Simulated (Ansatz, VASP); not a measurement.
**Two plane-wave programs on MnSi**

```
Mn Si
1.0
     4.41841    0.00000    0.00000
     0.00000    4.41841    0.00000
     0.00000    0.00000    4.41841
Mn Si
4 4
Cartesian
  1.6003 0.6089 3.8095
  0.6089 3.8095 1.6003
  3.8095 1.6003 0.6089
  2.8181 2.8181 2.8181
  2.8918 3.7358 0.6826
  3.7358 0.6826 2.8918
  0.6826 2.8918 3.7358
  1.5266 1.5266 1.5266
```

Alike in both runs: functional LDA; k mesh 4 × 4 × 4; occupations gaussian, width 0.1 eV; no spin polarisation.

Ansatz relaxed the structure, and its values are those at the end. VASP's run is a single point on that final structure, the one shown.

|  | VASP | Ansatz |
| --- | --- | --- |
| version | VASP 6.6.1 | Ansatz 0.2.0 |
| potentials or method | VASP PAW LDA potentials, release 64 (Mn_pv, Si), cutoff 520 eV | scalar-relativistic, plane waves, PAW |
| valence electrons in the cell | 68 | 76 |

Ansatz gave:

```
gap on the k mesh at the Fermi level (eV) : none
pressure (GPa)                            : 0.2
rms of the force components (eV/Å)        : 0.002
```

Question: Estimate VASP's values.

Answer: gap on the k mesh at the Fermi level (eV): none; pressure (GPa): 0.7; rms of the force components (eV/Å): 0.007.

LDA's correlation is that of Perdew and Zunger in VASP and of Perdew and Wang (1992) in Ansatz. A gap of «none» marks a metal or a gap that the smearing closes. VASP's potentials hold 68 valence electrons a cell and Ansatz's 76, so a difference there can come from the potentials and not from the codes.
